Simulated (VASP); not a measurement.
Input of a VASP 6.6.1 run:

Contents of INCAR:

```
SYSTEM = Pd
PREC     = Accurate       ! precision mode
ENCUT    = 520            ! plane-wave cutoff, eV
EDIFF    = 1E-7           ! SCF threshold, eV
ISMEAR   = 0              ! smearing method
SIGMA    = 0.1            ! smearing width, eV
LREAL    = .False.        ! projectors in reciprocal space
LASPH    = .True.         ! aspherical terms in the spheres
NELM     = 150            ! most SCF steps
ALGO     = Fast           ! electronic algorithm
ISIF     = 2              ! what is computed and relaxed
LWAVE    = .False.        ! write WAVECAR
LCHARG   = .True.         ! write CHGCAR
ISPIN    = 2              ! spin polarisation
MAGMOM   = 0.43 0.43      ! initial moments
LORBIT   = 11             ! projections on sites
LMAXMIX  = 4              ! l up to which the mixer works
GGA      = PE             ! functional
LELF     = .True.         ! ELF
LVHAR    = .True.       
NBANDS   = 21             ! bands
```

The input KPOINTS:

```
Automatic mesh
0
Gamma
  6 6 4
  0 0 0
```

Contents of POSCAR:

```
Pd
1.0
    3.1361415418      0.0000000000      0.0000000000
   -1.5680707709      2.7159782451      0.0000000000
    0.0000000000      0.0000000000      5.2150181114
Pd
2
Direct
    0.6666666667      0.3333333333      0.7500000000
    0.3333333333      0.6666666667      0.2500000000
```

Potentials or basis: VASP PAW PBE potentials, release 64 (Pd).

Run with:

```sh
$ cat potpaw_PBE.64/Pd/POTCAR > POTCAR
$ mpirun -np 1 vasp_std > vasp.out
```

Task: Estimate the site moments.

Result: Pd +0.52 μB.

Task: What does it give for the net moment?

Result: 1.01 μB per cell.

Stress tensor (GPa, compression positive):
```
-21.50   0.00   0.00
  0.00 -21.50   0.00
  0.00   0.00 -21.83
```

Caveat: the k points lie up to 0.39 Å⁻¹ apart.
